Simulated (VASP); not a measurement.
# AlNi (Cmmm) in VASP: single point with LDA

Aim: the single point of AlNi with LDA.

Everything below comes from runs of VASP 6.6.1. Logs are shortened: lines on timing, memory, paths and dates and some standing lists are left out, and cuts for length are marked.

**1. The cell of the first run**

Symmetry: Cmmm, No. 65, orthorhombic system. The conventional cell has a = 3.877 Å, b = 3.906 Å, c = 3.099 Å, α = 90.00°, β = 90.00°, γ = 90.00°. Within 3.3 Å of Al (site symmetry mmm) lie 8 Ni at 2.48 to 2.49 Å and 6 Al at 2.75 to 3.10 Å. Within 3.3 Å of Ni (site symmetry mmm) lie 8 Al at 2.48 to 2.49 Å and 6 Ni at 2.75 to 3.10 Å.

**2. Single point, LDA, collinear spin, ferromagnetic start**

INCAR

```
ALGO = Normal ; EDIFF = 1E-6
ENCUT = 520 ; ISIF = 2
ISMEAR = 1 ; ISPIN = 2
LASPH = True ; LCHARG = False
LMAXMIX = 4 ; LORBIT = 11
LREAL = False ; LWAVE = False
MAGMOM = 0 2 ; NBANDS = 18
NELM = 150 ; PREC = Accurate
SIGMA = 0.05
```

KPOINTS

```
k-points
0
Gamma
  9 9 8
```

POSCAR

```
AlNi
1.0
    1.9386940000     -1.9531901500      0.0000000000
    1.9386940000      1.9531901500      0.0000000000
    0.0000000000      0.0000000000      3.0994300400
Al Ni
1 1
Direct
    0.0000000000      0.0000000000      0.0000000000
    0.5000000000      0.5000000000      0.5000000000
```

Potentials or basis: VASP PAW LDA potentials, release 64 (Al, Ni).

Run with:

```
$ cat potpaw_LDA.64/Al/POTCAR potpaw_LDA.64/Ni/POTCAR > POTCAR
$ mpirun -np 1 vasp_std > vasp.out
```

OUTCAR:

```text
EDIFF = 1E-6
   ENCUT = 520
   ISIF = 2
   ISMEAR = 1
   ISPIN = 2
   LASPH = True
   LORBIT = 11
   LREAL = False
   NELM = 150
   PREC = Accurate

 ion  position               nearest neighbor table
   1  0.000  0.000  0.000-   2 2.48   2 2.48   2 2.48   2 2.48   2 2.49   2 2.49   2 2.49   2 2.49

   2  0.500  0.500  0.500-   1 2.48   1 2.48   1 2.48   1 2.48   1 2.49   1 2.49   1 2.49   1 2.49

  LATTYP: Found a base centered orthorhombic cell.
 ALAT       =     3.8773880000
 B/A-ratio  =     1.0074772759
 C/A-ratio  =     0.7993603013

  Lattice vectors:

 A1 = (   1.9386940000,  -1.9531901500,   0.0000000000)
 A2 = (   1.9386940000,   1.9531901500,   0.0000000000)
 A3 = (   0.0000000000,   0.0000000000,   3.0994300400)

Analysis of symmetry for initial positions (statically):
=====================================================================
 Subroutine PRICEL returns:
 Original cell was already a primitive cell.

 Routine SETGRP: Setting up the symmetry group for a
 base centered orthorhombic supercell.

 Subroutine GETGRP returns: Found  8 space group operations
 (whereof  8 operations were pure point group operations)
 out of a pool of  8 trial point group operations.

The static configuration has the point symmetry D_2h.

Analysis of symmetry for dynamics (positions and initial velocities):
=====================================================================
 Subroutine PRICEL returns:
 Original cell was already a primitive cell.

 Routine SETGRP: Setting up the symmetry group for a
 base centered orthorhombic supercell.

 Subroutine GETGRP returns: Found  8 space group operations
 (whereof  8 operations were pure point group operations)
 out of a pool of  8 trial point group operations.

The dynamic configuration has the point symmetry D_2h.

Analysis of structural, dynamic, and magnetic symmetry:
=====================================================================
 Subroutine PRICEL returns:
 Original cell was already a primitive cell.

 Routine SETGRP: Setting up the symmetry group for a
 base centered orthorhombic supercell.

 Subroutine GETGRP returns: Found  8 space group operations
 (whereof  8 operations were pure point group operations)
 out of a pool of  8 trial point group operations.

The overall configuration has the point symmetry D_2h.

 Subroutine INISYM returns: Found  8 space group operations
 (whereof  8 operations are pure point group operations),
 and found     1 'primitive' translations

----------------------------------------------------------------------------------------

                                     Primitive cell

  volume of cell :      23.4728

  direct lattice vectors                    reciprocal lattice vectors
     1.938694000 -1.953190150  0.000000000     0.257905580 -0.255991461  0.000000000
     1.938694000  1.953190150  0.000000000     0.257905580  0.255991461  0.000000000
     0.000000000  0.000000000  3.099430040     0.000000000  0.000000000  0.322639965

  length of vectors
     2.751996764  2.751996764  3.099430040     0.363382603  0.363382603  0.322639965

  position of ions in fractional coordinates (direct lattice)
     0.000000000  0.000000000  0.000000000
     0.500000000  0.500000000  0.500000000

  ion indices of the primitive-cell ions
   primitive index   ion index
                 1           1
                 2           2

----------------------------------------------------------------------------------------

 KPOINTS: k-points

Automatic generation of k-mesh.
 Grid dimensions read from file:
 generate k-points for:    9    9    8

 Generating k-lattice:

  Cartesian coordinates                     Fractional coordinates (reciprocal lattice)
     0.028656176 -0.028443496  0.000000000     0.111111111  0.000000000  0.000000000
     0.028656176  0.028443496  0.000000000     0.000000000  0.111111111  0.000000000
     0.000000000  0.000000000  0.040329996     0.000000000  0.000000000  0.125000000

  Length of vectors
     0.040375845  0.040375845  0.040329996

  Shift w.r.t. Gamma in fractional coordinates (k-lattice)
     0.000000000  0.000000000  0.000000000

 Subroutine IBZKPT returns following result:
 ===========================================

 Found    125 irreducible k-points:

 Following reciprocal coordinates:
            Coordinates               Weight
  0.000000  0.000000  0.000000      1.000000
  0.111111  0.000000  0.000000      4.000000
  0.222222 -0.000000  0.000000      4.000000
  0.333333  0.000000  0.000000      4.000000
  0.444444 -0.000000  0.000000      4.000000
  0.111111  0.111111  0.000000      2.000000
[... 16 lines left out ...]
 -0.333333  0.333333  0.000000      2.000000
  0.444444  0.444444  0.000000      2.000000
 [... further k-points ...]
   k-points           NKPTS =    125   k-points in BZ     NKDIM =    125   number of bands    NBANDS=     18
   number of dos      NEDOS =    301   number of ions     NIONS =      2
   total plane-waves  NPLWV =   9600
   dimension x,y,z NGX =    20 NGY =   20 NGZ =   24
   dimension x,y,z NGXF=    40 NGYF=   40 NGZF=   48
   ions per type =               1   1
   NGX,Y,Z   is equivalent  to a cutoff of  12.08, 12.08, 12.87 a.u.
   NGXF,Y,Z  is equivalent  to a cutoff of  24.16, 24.16, 25.75 a.u.
 SYSTEM =  unknown system
   PREC   = accura    normal or accurate (medium, high low for compatibility)
   ISTART =      0    job   : 0-new  1-cont  2-samecut
   ICHARG =      2    charge: 1-file 2-atom 10-const
   ISPIN  =      2    spin polarized calculation?
   LNONCOLLINEAR =      F non collinear calculations
   LSORBIT =      F    spin-orbit coupling
   LASPH  =      T    aspherical Exc in radial PAW
   ENCUT  =  520.0 eV  38.22 Ry    6.18 a.u.   5.12  5.12  5.76*2*pi/ulx,y,z
   NELM   =    150;   NELMIN=  2; NELMDL= -5     # of ELM steps
   EDIFF  = 0.1E-05   stopping-criterion for ELM
   LREAL  =      F    real-space projection
   EDIFFG = 0.1E-04   stopping-criterion for IOM
   NSW    =      0    number of steps for IOM
   IBRION =     -1    ionic relax: 0-MD 1-quasi-New 2-CG
   NFREE  =      0    steps in history (QN), initial steepest desc. (CG)
   ISIF   =      2    stress and relaxation
   ISYM   =      2    0-nonsym 1-usesym 2-fastsym
   POTIM  = 0.5000    time-step for ionic-motion
   TEBEG  =    0.0;   TEEND  =   0.0 temperature during run
   PSTRESS=    0.0 pullay stress
   NELECT =      13.0000    total number of electrons
   NUPDOWN=      -1.0000    fix difference up-down
   EMIN   =  10.00;   EMAX   =-10.00  energy-range for DOS
   EFERMI =   0.00;   METHOD = LEGACY
   ISMEAR =     1;   SIGMA  =   0.05  broadening in eV -4-tet -1-fermi 0-gaus
   EFERMI_NEDOS =   21; number of points for ismear=-14 and -15
   IALGO  =     38    algorithm
   IMIX   =      4    mixing-type and parameters
     AMIX     =   0.40;   BMIX     =  1.00
     AMIX_MAG =   1.60;   BMIX_MAG =  1.00
  volume/ion in A,a.u.               =      11.74        79.20
  Fermi-wavevector in a.u.,A,eV,Ry     =   1.344417  2.540580 24.591955  1.807458
  Thomas-Fermi vector in A             =   2.472413
   LORBIT       =     11    0 simple, 1 ext, 2 COOP (PROOUT), +10 PAW based schemes
   GGA     = CA    functional components
   LHFCALC =     F    Hartree Fock is set to
   AEXX    =    0.0000 exact exchange contribution
   IVDW    =     0    specifies the selected vdW correction
   LEPSILON=     F    determine dielectric tensor
   LRPA    =     F    only Hartree local field effects (RPA)
 spin polarized calculation
 Methfessel and Paxton  Order N= 1 SIGMA  =   0.05
  energy-cutoff  :      520.00
  volume of cell :       23.47
 maximum number of plane-waves:       645
   NGX = 11   NGY = 11   NGZ = 11

 number of electron      13.0000022 magnetization      -0.0047520

 number of electron      13.0000022 magnetization       0.0010039

 Free energy of the ion-electron system (eV)
  ---------------------------------------------------
  ext. energy  EPLUGINS =         0.00000000
  ---------------------------------------------------
  free energy    TOTEN  =       -12.14188571 eV

  energy without entropy =      -12.14141785  energy(sigma->0) =      -12.14172976

 E-fermi :  10.1331     XC(G=0): -12.3903

 val. band max:       10.1327255540   @ k =   0.1111   0.1111   0.2500
 cond. band min:      10.1331482539   @ k =   0.1111   0.1111   0.2500
 fundamental gap:      0.0004226999
 Fermi energy:        10.1331296752

 spin component 1

 k-point     1 :       0.0000    0.0000    0.0000
  band No.  band energies     occupation
      1      -1.2344      1.00000
      2       6.5760      1.00000
      3       6.7073      1.00000
      4       8.3193      1.00000
      5       8.3441      1.00000
      6       8.6461      1.00000
[... 10 lines left out ...]
     17      33.4057      0.00000
     18      33.4388      0.00000
[... 463 lines left out ...]
 k-point    24 :       0.4444    0.4444    0.0000
  band No.  band energies     occupation
      1       4.8583      1.00000
      2       6.3460      1.00000
      3       7.5371      1.00000
      4       7.5435      1.00000
      5       7.5661      1.00000
      6       7.8365      1.00000
[... 10 lines left out ...]
     17      31.8022      0.00000
     18      37.4718      0.00000

 [... further k-points ...]

 spin component 2

 k-point     1 :       0.0000    0.0000    0.0000
  band No.  band energies     occupation
      1      -1.2342      1.00000
      2       6.5765      1.00000
      3       6.7077      1.00000
      4       8.3196      1.00000
      5       8.3444      1.00000
      6       8.6463      1.00000
[... 10 lines left out ...]
     17      33.4028      0.00000
     18      33.4234      0.00000
[... 463 lines left out ...]
 k-point    24 :       0.4444    0.4444    0.0000
  band No.  band energies     occupation
      1       4.8584      1.00000
      2       6.3464      1.00000
      3       7.5373      1.00000
      4       7.5438      1.00000
      5       7.5664      1.00000
      6       7.8369      1.00000
[... 10 lines left out ...]
     17      31.8025      0.00000
     18      37.4720      0.00000

 [... further k-points ...]
[... 5 lines left out ...]
  --------------------------------------------------------------------------------------
  -------------------------------------------------------------------------------------
  Total       -0.3495714     -0.4505117     -1.2343537      0.0000000      0.0000000      0.0000000
  in kB      -23.8605688    -30.7504194    -84.2528474      0.0000000      0.0000000      0.0000000
  external PRESSURE =     -46.2879452 kB  Pullay stress =       0.0000000 kB

 VOLUME and BASIS-vectors are now :
 -----------------------------------------------------------------------------
  energy-cutoff  :      520.00
  volume of cell :       23.47
      direct lattice vectors                 reciprocal lattice vectors
     1.938694000 -1.953190150  0.000000000     0.257905580 -0.255991461  0.000000000
     1.938694000  1.953190150  0.000000000     0.257905580  0.255991461  0.000000000
     0.000000000  0.000000000  3.099430040     0.000000000  0.000000000  0.322639965

 POSITION                                       TOTAL-FORCE (eV/Angst)
 -----------------------------------------------------------------------------------
      0.00000      0.00000      0.00000         0.000000      0.000000      0.000000
      1.93869      0.00000      1.54972        -0.000000     -0.000000      0.000000
 -----------------------------------------------------------------------------------
    total drift:                                0.000000      0.000000      0.000000

  FREE ENERGIE OF THE ION-ELECTRON SYSTEM (eV)
  ---------------------------------------------------
  free  energy   TOTEN  =       -12.1418857081 eV

  energy  without entropy=      -12.1414178504  energy(sigma->0) =      -12.14172976

 total charge

# of ion       s       p       d       tot
------------------------------------------
    1        0.393   0.429   0.000   0.822
    2        0.490   0.532   8.499   9.521
--------------------------------------------------
tot          0.883   0.961   8.499  10.343

 magnetization (x)

# of ion       s       p       d       tot
------------------------------------------
    1        0.000   0.000   0.000   0.000
    2        0.000   0.000   0.000   0.000
--------------------------------------------------
tot          0.000   0.000   0.000   0.000
```

Wall time 62 s (1 thread of Intel Xeon Platinum 8259CL at 2.50GHz (Skylake/Cascade Lake), shared host); peak memory 0.19 GiB.

Results:

```yaml
Free_energy: -12.1419 eV
Pressure: -4.6 GPa
Net_moment: 0.00 μB per cell
Valence_electrons_inside_the_program's_atomic_spheres: Al 0.82; Ni 9.52
```

Stress tensor (GPa, compression positive):
```
-2.39  0.00  0.00
 0.00 -3.08  0.00
 0.00  0.00 -8.43
```

Levels at points of the mesh, in eV from the Fermi level:
Spin up:
```csv
k point,band 3,band 4,band 5,band 6,band 7,band 8,band 9,band 10,band 11,band 12
"(0.00, 0.00, 0.00)",-3.43,-1.81,-1.79,-1.49,2.79,6.86,6.91,7.11,8.59,14.34
"(0.00, 0.00, 0.50)",-3.12,-2.25,-2.22,-1.44,-1.39,8.34,11.03,11.08,11.31,11.31
```
Spin down:
```tsv
k point	band 4	band 5	band 6	band 7	band 8	band 9	band 10	band 11
(0.00, 0.00, 0.00)	-1.81	-1.79	-1.49	2.79	6.86	6.91	7.11	8.59
(0.00, 0.00, 0.50)	-2.25	-2.22	-1.44	-1.39	8.34	11.03	11.08	11.31
```

Caveat: the cell stands under tension.
